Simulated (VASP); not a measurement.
A run of VASP 6.6.1:

The input INCAR:

```
SYSTEM = Zn7O8
PREC = Accurate ; ENCUT = 520
EDIFF = 1E-7 ; ISMEAR = 0
SIGMA = 0.02 ; LREAL = Auto
LASPH = .TRUE. ; NELM = 60
ALGO = Normal ; ISIF = 2
LWAVE = .FALSE. ; LCHARG = .FALSE.
GGA = PE ; NBANDS = 79
NELECT = 130.0
```

Contents of KPOINTS:

```
regular mesh
0
G
  2 2 2
  0 0 0
```

Contents of POSCAR:

```
Zn7O8
1.0
   -3.2417000000     -5.6147890000      0.0000000000
    4.8625500000     -2.8073950000      0.0000000000
    0.0000000000      0.0000000000      5.1876000000
Zn O
7 8
Direct
    0.4955871711      0.3362215160     -0.0001937312
    0.4936341993      0.6699474522      0.5029134860
    0.2488196245      0.1585039901      0.4989625260
    0.0020491932      0.3361992925     -0.0001815869
    0.0040496831      0.6699762178      0.5029443288
    0.7487988943      0.8382950048      0.0082573830
    0.7488225904      0.1704776694      0.5041497031
    0.4986787267      0.3343580690      0.3774506516
    0.5315029694      0.6514380677      0.8675520472
    0.2488460365      0.8324574959      0.4037217596
    0.2488084216      0.2091555378      0.8627536819
   -0.0009900172      0.3343810678      0.3774697355
   -0.0339049151      0.6514070676      0.8675491557
    0.7488481644      0.8357133797      0.3837244583
    0.7488186750      0.1669783342      0.8859852340
```

Potentials or basis: VASP PAW PBE potentials, release 64 (Zn, O).

Command:

```bash
$ cat potpaw_PBE.64/Zn/POTCAR potpaw_PBE.64/O/POTCAR > POTCAR
$ mpirun -np 1 vasp_std > vasp.out
```

Hardware: 1 thread of AMD EPYC 7R13 Processor (Zen 3) (shared host).

Estimate the wall time of this run.

Run time: 7.7 min on 1 thread of AMD EPYC 7R13 Processor (Zen 3) (shared host), peak memory 0.27 GiB. Counts: scf iterations 24, k points 8.
